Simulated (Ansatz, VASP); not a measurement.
## One calculation of Na, two programs

File INCAR:

```
SYSTEM = Na
  PREC = Accurate
  ENCUT = 520
  EDIFF = 1E-6
  ISMEAR = 0
  SIGMA = 0.15
  LREAL = .FALSE.
  LASPH = .TRUE.
  NELM = 80
  ALGO = Fast
  ISIF = 2
  LWAVE = .FALSE.
  LCHARG = .FALSE.
  GGA = PS
  NBANDS = 10
```

KPOINTS

```
Automatic mesh
0
G
  16 16 16
  0 0 0
```

POSCAR

```
Na
1.0
   -2.1810250000      2.1810250000      2.1492625000
    2.1810250000     -2.1810250000      2.1492625000
    2.1810250000      2.1810250000     -2.1492625000
Na
1
Direct
    0.0000000000      0.0000000000      0.0000000000
```

Input for Ansatz:

```yaml
crystal:
  lattice:
    - [-2.181025, 2.181025, 2.1492625]
    - [2.181025, -2.181025, 2.1492625]
    - [2.181025, 2.181025, -2.1492625]
  atoms:
    - { symbol: Na, position: [0.0, 0.0, 0.0] }
basis:
  ecutwfc: 420
kpoints:
  mp_grid: { grid: [16, 16, 16] }
hamiltonian:
  xc: pbesol
scf:
  occupations: { method: gaussian, width: 0.15 }
output:
  forces: true
  stress: true
  eigenvalues: true
```

Change from the starting cell: strain +0.030 along x and y, +0.015 along z, atoms carried along.

Alike in both runs: task single point; functional PBEsol; k mesh 16 × 16 × 16; occupations gaussian, width 0.15 eV; no spin polarisation.

```csv
,VASP,Ansatz
version,VASP 6.6.1,Ansatz 0.2.0
potentials or method,"VASP PAW PBE potentials, release 64 (Na_pv), cutoff 520 eV","scalar-relativistic, plane waves, PAW"
valence electrons in the cell,7,9
```

|  | VASP | Ansatz | Ansatz less VASP |
| --- | --- | --- | --- |
| gap on the k mesh at the Fermi level (eV) | none | none | - |
| pressure (GPa) | -0.6 | -0.8 | -0.16 |

VASP's potentials were made for PBE, not for PBEsol. A gap of «none» marks a metal or a gap that the smearing closes. VASP's potentials hold 7 valence electrons a cell and Ansatz's 9, so a difference there can come from the potentials and not from the codes.
